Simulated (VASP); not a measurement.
A run of VASP 6.6.1 is set up as follows.

The input INCAR:

```
SYSTEM = CaO
ALGO     = Normal         ! electronic algorithm
EDIFF    = 1E-7           ! SCF threshold, eV
ENCUT    = 520            ! plane-wave cutoff, eV
GGA      = PE             ! functional
ISIF     = 2              ! what is computed and relaxed
ISMEAR   = -1             ! smearing method
LASPH    = .TRUE.         ! aspherical terms in the spheres
LCHARG   = .FALSE.        ! write CHGCAR
LREAL    = .FALSE.        ! projectors in reciprocal space
LWAVE    = .FALSE.        ! write WAVECAR
NBANDS   = 15             ! bands
NELM     = 80             ! most SCF steps
PREC     = Accurate       ! precision mode
SIGMA    = 0.02           ! smearing width, eV
```

KPOINTS

```
k-points
0
G
  6 6 6
  0 0 0
```

The input POSCAR:

```
CaO
1.0
    0.0000000000      2.4150000000      2.4150000000
    2.4150000000      0.0000000000      2.4150000000
    2.4150000000      2.4150000000      0.0000000000
Ca O
1 1
Direct
    0.0000000000      0.0000000000      0.0000000000
    0.5000000000      0.5000000000      0.5000000000
```

Potentials or basis: VASP PAW PBE potentials, release 64 (Ca_sv, O).

The run is started by

```console
$ cat potpaw_PBE.64/Ca_sv/POTCAR potpaw_PBE.64/O/POTCAR > POTCAR
$ mpirun -np 1 vasp_std > vasp.out
```

Question: What does it give for the pressure?

Answer: 0.6 GPa.

Question: What does it give for the band gap on the k mesh?

Answer: 3.64 eV (least direct gap 4.02 eV).

A k mesh can miss the band edges.
